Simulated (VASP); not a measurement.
Input of a VASP 6.6.1 run:

Contents of INCAR:

```
SYSTEM = S
PREC = Accurate
ENCUT = 520
EDIFF = 1E-7
ISMEAR = 0
SIGMA = 0.1
LREAL = .FALSE.
LASPH = .TRUE.
NELM = 60
ALGO = Normal
ISIF = 2
LWAVE = .FALSE.
LCHARG = .FALSE.
GGA = PE
NBANDS = 27
```

Contents of KPOINTS:

```
regular mesh
0
G
  8 8 8
  0 0 0
```

File POSCAR:

```
S
1.0
    5.5679993706      0.0000000000     -0.3842905619
    0.0000000000      5.2664472679      0.0000000000
   -3.3587185854      0.0000000000      5.9799514810
S
6
Direct
    0.0000000000      0.0000000000      0.0000000000
    0.0000000000      0.5000000000      0.5000000000
    0.2952390890      0.5000184042      0.3748798822
    0.7047609110      0.0000184042      0.1251201178
    0.7047609110      0.4999815958      0.6251201178
    0.2952390890      0.9999815958      0.8748798822
```

Potentials or basis: VASP PAW PBE potentials, release 64 (S).

Launch:

```bash
$ cat potpaw_PBE.64/S/POTCAR > POTCAR
$ mpirun -np 1 vasp_std > vasp.out
```

Problem. Estimate the largest force.

Solution. 0.160 eV/Å.

Problem. Predict the pressure.

Solution. -0.3 GPa.

Forces on the atoms (eV/Å):
```
S    0.000  0.000  0.000
S    0.000  0.000  0.000
S    0.112  0.000  0.115
S   -0.112  0.000 -0.115
S   -0.112  0.000 -0.115
S    0.112  0.000  0.115
```
